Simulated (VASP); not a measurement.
# TePb (Pm-3m) in VASP: further runs

The runs below take TePb through relaxation of the atoms, with PBEsol.

All numbers are computed with VASP 6.6.1; they aren't measurements. Logs are shortened: lines on timing, memory, paths and dates and some standing lists are left out, and cuts for length are marked.

## 1. The cell of the first run

The structure is cubic, space group Pm-3m (No. 221). The conventional cell has a = 3.067 Å, b = 3.067 Å, c = 3.067 Å, α = 90.00°, β = 90.00°, γ = 90.00°. Within 3.5 Å of Te (site symmetry m-3m) lie 8 Pb at 2.66 Å and 6 Te at 3.07 Å. Within 3.5 Å of Pb (site symmetry m-3m) lie 8 Te at 2.66 Å and 6 Pb at 3.07 Å.

## 2. Relaxation of the atoms, PBEsol

INCAR reads:

```
PREC = Accurate ; ENCUT = 450
EDIFF = 1E-7 ; ISMEAR = -1
SIGMA = 0.05 ; LREAL = F
LASPH = T ; NELM = 120
ALGO = Normal ; ISIF = 2
LWAVE = F ; LCHARG = F
GGA = PS ; IBRION = 2
NSW = 50 ; EDIFFG = -0.01
GGA_COMPAT = F ; NELMIN = 4
```

KPOINTS reads:

```
Automatic mesh
0
Gamma
  9 9 9
```

POSCAR reads:

```
TePb
1.0
    3.0669902792      0.0000000000      0.0000000000
    0.0000000000      3.0669902792      0.0000000000
    0.0000000000      0.0000000000      3.0669902792
Te Pb
1 1
Direct
    0.5000000000      0.5000000000      0.5000000000
    0.0000000000      0.0000000000      0.0000000000
```

Potentials or basis: VASP PAW PBE potentials, release 64 (Te, Pb_d).

Launch:

```console
> cat potpaw_PBE.64/Te/POTCAR potpaw_PBE.64/Pb_d/POTCAR > POTCAR
> mpirun -np 1 vasp_std > vasp.out
```

OUTCAR:

```text
PREC = Accurate
   ENCUT = 450
   EDIFF = 1E-7
   ISMEAR = -1
   LREAL = F
   LASPH = T
   NELM = 120
   ISIF = 2
   GGA = PS
   IBRION = 2
   NSW = 50
   EDIFFG = -0.01
   NELMIN = 4

 ion  position               nearest neighbor table
   1  0.500  0.500  0.500-   2 2.66   2 2.66   2 2.66   2 2.66   2 2.66   2 2.66   2 2.66   2 2.66

   2  0.000  0.000  0.000-   1 2.66   1 2.66   1 2.66   1 2.66   1 2.66   1 2.66   1 2.66   1 2.66

  LATTYP: Found a simple cubic cell.
 ALAT       =     3.0669902792

  Lattice vectors:

 A1 = (   3.0669902792,   0.0000000000,   0.0000000000)
 A2 = (   0.0000000000,   3.0669902792,   0.0000000000)
 A3 = (   0.0000000000,   0.0000000000,   3.0669902792)

Analysis of symmetry for initial positions (statically):
=====================================================================
 Subroutine PRICEL returns:
 Original cell was already a primitive cell.

 Routine SETGRP: Setting up the symmetry group for a
 simple cubic supercell.

 Subroutine GETGRP returns: Found 48 space group operations
 (whereof 48 operations were pure point group operations)
 out of a pool of 48 trial point group operations.

The static configuration has the point symmetry O_h .

Analysis of symmetry for dynamics (positions and initial velocities):
=====================================================================
 Subroutine PRICEL returns:
 Original cell was already a primitive cell.

 Routine SETGRP: Setting up the symmetry group for a
 simple cubic supercell.

 Subroutine GETGRP returns: Found 48 space group operations
 (whereof 48 operations were pure point group operations)
 out of a pool of 48 trial point group operations.

The dynamic configuration has the point symmetry O_h .

 Subroutine INISYM returns: Found 48 space group operations
 (whereof 48 operations are pure point group operations),
 and found     1 'primitive' translations

----------------------------------------------------------------------------------------

                                     Primitive cell

  volume of cell :      28.8494

  direct lattice vectors                    reciprocal lattice vectors
     3.066990279  0.000000000  0.000000000     0.326052550  0.000000000  0.000000000
     0.000000000  3.066990279  0.000000000     0.000000000  0.326052550  0.000000000
     0.000000000  0.000000000  3.066990279     0.000000000  0.000000000  0.326052550

  length of vectors
     3.066990279  3.066990279  3.066990279     0.326052550  0.326052550  0.326052550

  position of ions in fractional coordinates (direct lattice)
     0.500000000  0.500000000  0.500000000
     0.000000000  0.000000000  0.000000000

  ion indices of the primitive-cell ions
   primitive index   ion index
                 1           1
                 2           2

----------------------------------------------------------------------------------------

 KPOINTS: Automatic mesh

Automatic generation of k-mesh.
 Grid dimensions read from file:
 generate k-points for:    9    9    9

 Generating k-lattice:

  Cartesian coordinates                     Fractional coordinates (reciprocal lattice)
     0.036228061  0.000000000  0.000000000     0.111111111  0.000000000  0.000000000
     0.000000000  0.036228061  0.000000000     0.000000000  0.111111111  0.000000000
     0.000000000  0.000000000  0.036228061     0.000000000  0.000000000  0.111111111

  Length of vectors
     0.036228061  0.036228061  0.036228061

  Shift w.r.t. Gamma in fractional coordinates (k-lattice)
     0.000000000  0.000000000  0.000000000

 Subroutine IBZKPT returns following result:
 ===========================================

 Found     35 irreducible k-points:

 Following reciprocal coordinates:
            Coordinates               Weight
  0.000000  0.000000  0.000000      1.000000
  0.111111  0.000000  0.000000      6.000000
  0.222222  0.000000  0.000000      6.000000
  0.333333  0.000000  0.000000      6.000000
  0.444444  0.000000  0.000000      6.000000
  0.111111  0.111111  0.000000     12.000000
[... 16 lines left out ...]
  0.333333  0.333333  0.111111     24.000000
  0.444444  0.333333  0.111111     48.000000
 [... further k-points ...]
   k-points           NKPTS =     35   k-points in BZ     NKDIM =     35   number of bands    NBANDS=     14
   number of dos      NEDOS =    301   number of ions     NIONS =      2
   total plane-waves  NPLWV =  13824
   dimension x,y,z NGX =    24 NGY =   24 NGZ =   24
   dimension x,y,z NGXF=    48 NGYF=   48 NGZF=   48
   ions per type =               1   1
   NGX,Y,Z   is equivalent  to a cutoff of  13.01, 13.01, 13.01 a.u.
   NGXF,Y,Z  is equivalent  to a cutoff of  26.02, 26.02, 26.02 a.u.
 SYSTEM =  unknown system
   PREC   = accura    normal or accurate (medium, high low for compatibility)
   ISTART =      0    job   : 0-new  1-cont  2-samecut
   ICHARG =      2    charge: 1-file 2-atom 10-const
   ISPIN  =      1    spin polarized calculation?
   LNONCOLLINEAR =      F non collinear calculations
   LSORBIT =      F    spin-orbit coupling
   LASPH  =      T    aspherical Exc in radial PAW
   ENCUT  =  450.0 eV  33.07 Ry    5.75 a.u.   5.30  5.30  5.30*2*pi/ulx,y,z
   NELM   =    120;   NELMIN=  4; NELMDL= -5     # of ELM steps
   EDIFF  = 0.1E-06   stopping-criterion for ELM
   LREAL  =      F    real-space projection
   EDIFFG = -.1E-01   stopping-criterion for IOM
   NSW    =     50    number of steps for IOM
   IBRION =      2    ionic relax: 0-MD 1-quasi-New 2-CG
   NFREE  =      1    steps in history (QN), initial steepest desc. (CG)
   ISIF   =      2    stress and relaxation
   ISYM   =      2    0-nonsym 1-usesym 2-fastsym
   POTIM  = 0.5000    time-step for ionic-motion
   TEBEG  =    0.0;   TEEND  =   0.0 temperature during run
   PSTRESS=    0.0 pullay stress
   NELECT =      20.0000    total number of electrons
   NUPDOWN=      -1.0000    fix difference up-down
   EMIN   =  10.00;   EMAX   =-10.00  energy-range for DOS
   EFERMI =   0.00;   METHOD = LEGACY
   ISMEAR =    -1;   SIGMA  =   0.05  broadening in eV -4-tet -1-fermi 0-gaus
   EFERMI_NEDOS =   21; number of points for ismear=-14 and -15
   IALGO  =     38    algorithm
   IMIX   =      4    mixing-type and parameters
     AMIX     =   0.40;   BMIX     =  1.00
     AMIX_MAG =   1.60;   BMIX_MAG =  1.00
  volume/ion in A,a.u.               =      14.42        97.34
  Fermi-wavevector in a.u.,A,eV,Ry     =   1.448902  2.738028 28.562953  2.099318
  Thomas-Fermi vector in A             =   2.566690
   LORBIT       =      0    0 simple, 1 ext, 2 COOP (PROOUT), +10 PAW based schemes
   GGA     = PS    functional components
   LHFCALC =     F    Hartree Fock is set to
   AEXX    =    0.0000 exact exchange contribution
   IVDW    =     0    specifies the selected vdW correction
   LEPSILON=     F    determine dielectric tensor
   LRPA    =     F    only Hartree local field effects (RPA)
 conjugate gradient relaxation of ions
 non-spin polarized calculation
  energy-cutoff  :      450.00
  volume of cell :       28.85
 maximum number of plane-waves:       638
 NGX is ok and might be reduce to    24
   NGX = 11   NGY = 11   NGZ = 11

 number of electron      20.0000004 magnetization

 Free energy of the ion-electron system (eV)
  ---------------------------------------------------
  ext. energy  EPLUGINS =         0.00000000
  ---------------------------------------------------
  free energy    TOTEN  =         1.43883927 eV

  energy without entropy =        1.44771064  energy(sigma->0) =        1.44327496

 E-fermi :  20.1442     XC(G=0): -13.9233

 val. band max:       20.1206396801   @ k =   0.4444   0.4444   0.2222
 cond. band min:      20.1648064395   @ k =   0.4444   0.1111   0.0000
 fundamental gap:      0.0441667593
 Fermi energy:        20.1442441690

 k-point     1 :       0.0000    0.0000    0.0000
  band No.  band energies     occupation
      1      -0.9443      2.00000
      2       0.6551      2.00000
      3       0.6551      2.00000
      4       1.6340      2.00000
      5       1.6340      2.00000
      6       1.6340      2.00000
      7      15.6010      2.00000
      8      15.6010      2.00000
      9      15.6010      2.00000
     10      17.3878      2.00000
     11      22.7949      0.00000
     12      22.7949      0.00000
     13      30.5161      0.00000
     14      30.5161      0.00000

 k-point     2 :       0.1111    0.0000    0.0000
  band No.  band energies     occupation
      1      -0.7187      2.00000
      2       0.6633      2.00000
      3       0.7330      2.00000
      4       1.5737      2.00000
      5       1.5737      2.00000
      6       1.6340      2.00000
      7      13.4358      2.00000
      8      15.9317      2.00000
      9      15.9317      2.00000
     10      18.7342      2.00000
     11      22.7806      0.00000
     12      23.9723      0.00000
     13      29.9435      0.00000
     14      30.1166      0.00000

 k-point     3 :       0.2222    0.0000    0.0000
  band No.  band energies     occupation
      1      -0.0880      2.00000
      2       0.6842      2.00000
      3       0.9772      2.00000
      4       1.4261      2.00000
      5       1.4261      2.00000
      6       1.6340      2.00000
      7      10.5338      2.00000
      8      16.8831      2.00000
      9      16.8831      2.00000
     10      19.7100      1.99966
     11      22.7416      0.00000
     12      26.8201      0.00000
     13      27.9518      0.00000
     14      27.9518      0.00000
[... 324 lines left out ...]
 k-point    23 :       0.3333    0.3333    0.1111
  band No.  band energies     occupation
      1       0.2991      2.00000
      2       1.0107      2.00000
      3       1.2351      2.00000
      4       1.2971      2.00000
      5       1.6369      2.00000
      6       4.0785      2.00000
      7      10.0439      2.00000
      8      10.6087      2.00000
      9      16.4929      2.00000
     10      17.9698      2.00000
     11      23.1432      0.00000
     12      24.3454      0.00000
     13      25.4505      0.00000
     14      30.2384      0.00000

 k-point    24 :       0.4444    0.3333    0.1111
  band No.  band energies     occupation
      1       0.1750      2.00000
      2       1.0656      2.00000
      3       1.1774      2.00000
      4       1.3032      2.00000
      5       1.8050      2.00000
      6       5.6961      2.00000
      7       7.8878      2.00000
      8      11.8862      2.00000
      9      14.1400      2.00000
     10      18.9189      2.00000
     11      22.0885      0.00000
     12      24.0962      0.00000
     13      26.0688      0.00000
     14      29.1773      0.00000

 [... further k-points ...]
[... 5 lines left out ...]
  --------------------------------------------------------------------------------------
  -------------------------------------------------------------------------------------
  Total       35.3391045     35.3391045     35.3391045      0.0000000      0.0000000     -0.0000000
  in kB     1962.5870273   1962.5870273   1962.5870273      0.0000000      0.0000000     -0.0000000
  external PRESSURE =    1962.5870273 kB  Pullay stress =       0.0000000 kB

 VOLUME and BASIS-vectors are now :
 -----------------------------------------------------------------------------
  energy-cutoff  :      450.00
  volume of cell :       28.85
      direct lattice vectors                 reciprocal lattice vectors
     3.066990279  0.000000000  0.000000000     0.326052550  0.000000000  0.000000000
     0.000000000  3.066990279  0.000000000     0.000000000  0.326052550  0.000000000
     0.000000000  0.000000000  3.066990279     0.000000000  0.000000000  0.326052550

 POSITION                                       TOTAL-FORCE (eV/Angst)
 -----------------------------------------------------------------------------------
      1.53350      1.53350      1.53350         0.000000      0.000000      0.000000
      0.00000      0.00000      0.00000         0.000000      0.000000      0.000000
 -----------------------------------------------------------------------------------
    total drift:                               -0.000000      0.000000      0.000000

  FREE ENERGIE OF THE ION-ELECTRON SYSTEM (eV)
  ---------------------------------------------------
  free  energy   TOTEN  =         1.4388392699 eV

  energy  without entropy=        1.4477106421  energy(sigma->0) =        1.44327496

 reached required accuracy - stopping structural energy minimisation
```

Run time: 8.4 s. Hardware: 1 thread of AMD EPYC 9R45 (Zen 5), shared host; peak memory 0.11 GiB.

What came out:

| Item | Value |
| --- | --- |
| Free energy | 1.4388 eV |
| Pressure after relaxing | 196.3 GPa |
| Band gap on the k mesh | zero (band 10 reaches 22.57 eV, above the bottom of band 11 at 16.16 eV) |

Final structure:
```yaml
crystal:
  lattice:
    - [3.06699, 0.00000, 0.00000]
    - [0.00000, 3.06699, 0.00000]
    - [0.00000, 0.00000, 3.06699]
  atoms:
    - { symbol: Te, position: [0.50000, 0.50000, 0.50000] }
    - { symbol: Pb, position: [0.00000, 0.00000, 0.00000] }
```

Caveat: the relaxation stopped at its first step, so nothing moved; the PAW data sets were made with another functional, which shifts forces and pressure a little; spin-orbit coupling is left out, which moves the levels of the heavy elements.

(Part 1 of 2 ends here.)
